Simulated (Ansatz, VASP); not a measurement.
**Cs in VASP and in Ansatz**

File INCAR:

```
SYSTEM = Cs
PREC = Accurate ; ENCUT = 520
EDIFF = 1E-6 ; ISMEAR = -1
SIGMA = 0.1 ; LREAL = .FALSE.
LASPH = .TRUE. ; NELM = 60
ALGO = Normal ; ISIF = 2
LWAVE = .FALSE. ; LCHARG = .FALSE.
GGA = PS ; NBANDS = 16
```

Contents of KPOINTS:

```
regular mesh
0
G
  6 6 6
  0 0 0
```

Contents of POSCAR:

```
Cs
1.0
    0.0000000000      5.7437018943      5.7437018943
    5.7437018943      0.0000000000      5.7437018943
    5.7437018943      5.7437018943      0.0000000000
Cs
2
Direct
    0.1250000000      0.1250000000      0.1250000000
    0.8750000000      0.8750000000      0.8750000000
```

Input for Ansatz:

```yaml
crystal:
  lattice:
    - [0.0, 5.7437018943, 5.7437018943]
    - [5.7437018943, 0.0, 5.7437018943]
    - [5.7437018943, 5.7437018943, 0.0]
  atoms:
    - { symbol: Cs, position: [0.125, 0.125, 0.125] }
    - { symbol: Cs, position: [0.875, 0.875, 0.875] }
hamiltonian:
  xc: pbesol
  pseudopotentials:
    kind: paw
    azcp:
      Cs: "pseudopotentials/Cs.paw.azcp"
basis:
  ecutwfc: 420
  fft_grid_basis: typed
kpoints:
  mp_grid: { grid: [6, 6, 6], shift: [0, 0, 0] }
magnetization:
  spin_polarized: false
scf:
  occupations: { method: fermi_dirac, width: 0.1 }
  lower_state_search: "off"
output:
  stress: true
```

Alike in both runs: task single point; functional PBEsol; k mesh 6 × 6 × 6; occupations fermi-dirac, width 0.1 eV; no spin polarisation.

|  | VASP | Ansatz |
| --- | --- | --- |
| version | VASP 6.6.1 | Ansatz 0.2.0 |
| potentials or method | VASP PAW PBE potentials, release 64 (Cs_sv), cutoff 520 eV | plane waves (420 eV) with PAW, scalar-relativistic |
| valence electrons in the cell | 18 | 18 |

```csv
,VASP,Ansatz,Ansatz less VASP
pressure (GPa),-0.1,-0.1,0.00
```

VASP's potentials were made for PBE, not for PBEsol, and Ansatz warns of the same on its side.

Spin-orbit coupling is off throughout.
